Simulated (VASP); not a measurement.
**B: single point with PBE**

B:

```xyz
3
Lattice="2.4812 0.0000 0.0000 -1.2406 2.1488 0.0000 0.0000 0.0000 2.2580" Properties=species:S:1:pos:R:3 pbc="T T T"
B     0.0000    0.0000    0.0000
B     0.0000    1.4325    1.1290
B     1.2406    0.7163    1.1290
```

- Program: VASP 6.6.1
- Task: single point
- Functional: PBE
- Potentials or basis: VASP PAW PBE potentials, release 64 (B)
- Cutoff: 520 eV
- k mesh: 12 × 12 × 16
- Occupations: fermi-dirac, width 0.05 eV
- Spin: no spin polarisation
- Dipole correction: no
- Further INCAR settings: ALGO = Normal; EDIFF = 1e-06; NBANDS = 12

```yaml
Pressure: 271.5 GPa
```

Stress tensor (GPa, compression positive):
```
271.76   0.00   0.00
  0.00 271.76   0.00
  0.00   0.00 271.08
```

Levels at points of the mesh, in eV from the Fermi level:
```
           k point  band 1  band 2  band 3  band 4  band 5  band 6  band 7  band 8  band 9
(0.00, 0.00, 0.00)  -23.53   -5.16   -3.09   -3.09   -1.29   -1.29    6.70   12.95   13.15
(0.50, 0.00, 0.00)  -18.01  -17.39   -9.72    2.07    2.21    2.69    9.80   10.93   11.28
(0.00, 0.00, 0.50)  -18.28  -17.84   -0.91   -0.91    4.37    4.37    6.98    6.98    8.93
(0.50, 0.00, 0.50)  -14.91  -12.85  -10.10   -8.75   -5.53    0.58    5.84    6.28   19.63
```

Wall time 30 s on 1 thread of Intel Xeon 8259CL, with other jobs on the host, peak memory 0.13 GiB.
